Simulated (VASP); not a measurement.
Write the native input for VASP 6.6.1 that does the following.

| Item | Value |
| --- | --- |
| Task | single point |
| Functional | LDA |
| Potentials or basis | VASP PAW LDA potentials, release 64 (Al) |
| Cutoff | 520 eV |
| k mesh | 4 × 4 × 4 |
| Occupations | gaussian, width 0.1 eV |
| Spin | no spin polarisation |
| Dipole correction | no |
| Further INCAR settings | LREAL = Auto; ALGO = Fast; EDIFF = 1e-06; NBANDS = 60 |

The structure of Al lies in POSCAR:

```
Al
1.0
   -5.9754190399      0.0000000000      5.9754190399
   -5.9754190399     -5.9754190399      0.0000000000
    0.0000000000     -5.9754190399      5.9754190399
Al
27
Direct
    0.0000000000      0.6666666667      0.0000000000
    0.0000000000      0.3333333333      0.0000000000
    0.0000000000      0.0000000000      0.0000000000
    0.0000000000      0.6666666667      0.3333333333
    0.0000000000      0.3333333333      0.3333333333
    0.0000000000      0.0000000000      0.3333333333
    0.0000000000      0.6666666667      0.6666666667
    0.0000000000      0.3333333333      0.6666666667
    0.0000000000      0.0000000000      0.6666666667
    0.3333333333      0.6666666667      0.0000000000
    0.3333333333      0.3333333333      0.0000000000
    0.3333333333      0.0000000000      0.0000000000
    0.3333333333      0.6666666667      0.3333333333
    0.3333333333      0.3333333333      0.3333333333
    0.3333333333      0.0000000000      0.3333333333
    0.3333333333      0.6666666667      0.6666666667
    0.3333333333      0.3333333333      0.6666666667
    0.3333333333      1.0000000000      0.6666666667
    0.6666666667      0.6666666667      0.0000000000
    0.6666666667      0.3333333333      0.0000000000
    0.6666666667      0.0000000000      0.0000000000
    0.6666666667      0.6666666667      0.3333333333
    0.6666666667      0.3333333333      0.3333333333
    0.6666666667      1.0000000000      0.3333333333
    0.6666666667      0.6666666667      0.6666666667
    0.6666666667      0.3333333333      0.6666666667
    0.6666666667      0.0000000000      0.6666666667
```

These files were run (other wordings do the same):

INCAR

```
SYSTEM = Al
ALGO = Fast
EDIFF = 1E-6
ENCUT = 520
ISIF = 2
ISMEAR = 0
LASPH = .True.
LCHARG = .True.
LELF = .True.
LREAL = Auto
LVHAR = .True.
LWAVE = .False.
NBANDS = 60
NELM = 60
PREC = Accurate
SIGMA = 0.1
```

KPOINTS

```
k-points
0
Gamma
  4 4 4
  0 0 0
```

Potentials or basis: VASP PAW LDA potentials, release 64 (Al).

Command:

```sh
$ cat potpaw_LDA.64/Al/POTCAR > POTCAR
$ mpirun -np 1 vasp_std > vasp.out
```

Results of the run:

```json
{
  "Pressure": "0.3 GPa"
}
```

Run time: 2.3 min on 1 thread of Intel(R) Xeon(R) 6975P-C (Granite Rapids) (shared host), peak memory 0.45 GiB.
